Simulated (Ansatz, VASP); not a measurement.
TiO2: VASP beside Ansatz

```
Ti O
1.0
     2.98991    0.00000    0.00000
    -1.49495    2.58934    0.00000
     0.00000    0.00000    5.25672
Ti O
1 2
Direct
  0.00000 0.00000 0.76957
  0.33333 0.66667 0.95302
  0.66667 0.33333 0.58613
```

Alike in both runs: functional PBE; k mesh 6 × 6 × 4; occupations gaussian, width 0.1 eV; collinear spin.

Ansatz relaxed the structure, and its values are those at the end. VASP's run is a single point on that final structure, the one shown.

|  | VASP | Ansatz |
| --- | --- | --- |
| version | VASP 6.6.1 | Ansatz 0.2.0 |
| potentials or method | VASP PAW PBE potentials, release 64 (Ti_sv, O), cutoff 520 eV | scalar-relativistic, plane waves, PAW |
| valence electrons in the cell | 24 | 24 |

```tsv
	VASP	Ansatz	Ansatz less VASP
gap on the k mesh at the Fermi level (eV)	2.65	2.68	+0.026
least direct gap on the mesh (eV)	2.87	2.89	+0.020
pressure (GPa)	0.7	0.1	-0.58
rms of the force components (eV/Å)	0.028	0.000	-0.0278
net moment per atom (μB)	0.00	0.00	0.000
```

With one functional, cell and mesh, what is left measures potentials, basis and numerics. Ansatz's warnings: seeded moment not kept.
